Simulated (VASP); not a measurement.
MgO2: single point with r2SCAN

MgO2:

```
CELL_PARAMETERS angstrom
1.60476 0.92651 3.21446
-1.60476 0.92651 3.21446
0.00000 -1.85302 3.21446
ATOMIC_POSITIONS crystal
Mg 0.00000 0.00000 0.00000
O 0.42879 0.42879 0.42879
O 0.57121 0.57121 0.57121
```

This cell differs from its parent crystal: strain +0.000 along x and y, -0.080 along z.

```yaml
Program: VASP 6.6.1
Task: single point
Functional: r2SCAN
Potentials_or_basis: VASP PAW PBE potentials, release 64 (Mg, O)
Cutoff: 520 eV
k_mesh: 12 × 12 × 12
Occupations: gaussian, width 0.05 eV
Spin: no spin polarisation
```

The pressure is 14.0 GPa. The largest force is 3.545 eV/Å. The band gap on the k mesh is 3.85 eV (least direct gap 4.10 eV).

Forces in eV/Å, atoms in the order of the input:
```
Mg   0.000  0.000  0.000
O    0.000  0.000 -3.545
O    0.000  0.000  3.545
```

Stress tensor (GPa, compression positive):
```
-3.74  0.00  0.00
 0.00 -3.74  0.00
 0.00  0.00 49.35
```

Levels at points of the mesh, in eV from the valence-band top:
| k point | band 5 | band 6 | band 7 | band 8 | band 9 | band 10 |
| --- | --- | --- | --- | --- | --- | --- |
| (0.00, 0.00, 0.00) | -4.73 | -1.11 | -1.11 | 4.59 | 6.99 | 14.69 |
| (0.50, 0.00, 0.00) | -5.04 | -1.58 | -0.94 | 6.49 | 8.76 | 10.55 |
| (0.50, 0.50, 0.00) | -5.87 | -2.19 | -0.05 | 5.99 | 7.52 | 11.16 |
| (0.50, 0.50, 0.50) | -5.39 | 0.00 | 0.00 | 4.53 | 4.88 | 11.40 |

Wall time 6.8 min on 1 thread of Intel Xeon 8259CL, on a shared host, peak memory 0.22 GiB.

Caveat: the cell differs from its parent crystal (strain +0.000 along x and y, -0.080 along z); the cell stands under pressure; the PAW data sets were made with another functional, which shifts forces and pressure a little. A k mesh can miss the band edges.
